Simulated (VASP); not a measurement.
Input of a VASP 6.6.1 run:

The input INCAR:

```
SYSTEM = In
PREC     = Accurate       ! precision mode
ENCUT    = 520            ! plane-wave cutoff, eV
EDIFF    = 1E-6           ! SCF threshold, eV
ISMEAR   = -1             ! smearing method
SIGMA    = 0.05           ! smearing width, eV
LREAL    = .FALSE.        ! projectors in reciprocal space
LASPH    = .TRUE.         ! aspherical terms in the spheres
NELM     = 100            ! most SCF steps
ALGO     = Normal         ! electronic algorithm
ISIF     = 2              ! what is computed and relaxed
LWAVE    = .FALSE.        ! write WAVECAR
LCHARG   = .FALSE.        ! write CHGCAR
GGA      = PS             ! functional
NBANDS   = 34             ! bands
```

KPOINTS

```
regular mesh
0
G
  9 9 3
  0 0 0
```

POSCAR

```
In
1.0
    3.4298183353      0.0000000000      0.0000000000
   -1.7149091677      2.9703098087      0.0000000000
    0.0000000000      0.0000000000     11.0115211223
In
4
Direct
    0.6666666667      0.3333333333      0.7500000000
    0.0000000000      0.0000000000      0.5000000000
    0.3333333333      0.6666666667      0.2500000000
    0.0000000000      0.0000000000      0.0000000000
```

Potentials or basis: VASP PAW PBE potentials, release 64 (In_d).

Launch:

```console
$ cat potpaw_PBE.64/In_d/POTCAR > POTCAR
$ mpirun -np 1 vasp_std > vasp.out
```

(1) Estimate the pressure.

(2) What does it give for the band gap on the k mesh?

Answers

(1) -3.2 GPa.

(2) zero (band 26 reaches 10.16 eV, above the bottom of band 27 at 5.67 eV).

Caveat: the PAW data sets were made with another functional, which shifts forces and pressure a little; spin-orbit coupling is left out, which moves the levels of the heavy elements.
